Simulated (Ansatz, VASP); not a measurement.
## One calculation of NaI, two programs

```
Na I
1.0
     4.66096    0.00000    0.00000
    -2.33048    4.03651    0.00000
     0.00000    0.00000    7.52346
Na I
2 2
Direct
  0.00000 0.00000 0.00000
  0.00000 0.00000 0.50000
  0.33333 0.66667 0.25000
  0.66667 0.33333 0.75000
```

Change from the starting cell: epitaxial_xy strain +3.5%.

Alike in both runs: task single point; functional r2SCAN; k mesh 6 × 6 × 4; no spin polarisation.

```csv
,VASP,Ansatz
version,VASP 6.6.1,Ansatz 0.2.0
potentials or method,"VASP PAW PBE potentials, release 64 (Na_pv, I)","plane waves, PAW"
plane-wave cutoff (eV),550,500
occupations,"gaussian, width 0.01 eV",fixed
valence electrons in the cell,28,52
```

|  | VASP | Ansatz | Ansatz less VASP |
| --- | --- | --- | --- |
| gap on the k mesh at the Fermi level (eV) | 4.24 | 4.23 | -0.010 |
| pressure (GPa) | -0.8 | -0.7 | +0.07 |
| traceless stress, the component that is largest in VASP (GPa) | 0.69 | 0.73 | +0.038 |

VASP's potentials were made for PBE, not for r2SCAN. VASP's potentials hold 28 valence electrons a cell and Ansatz's 52, so a difference there can come from the potentials and not from the codes.

Spin-orbit coupling is off throughout.
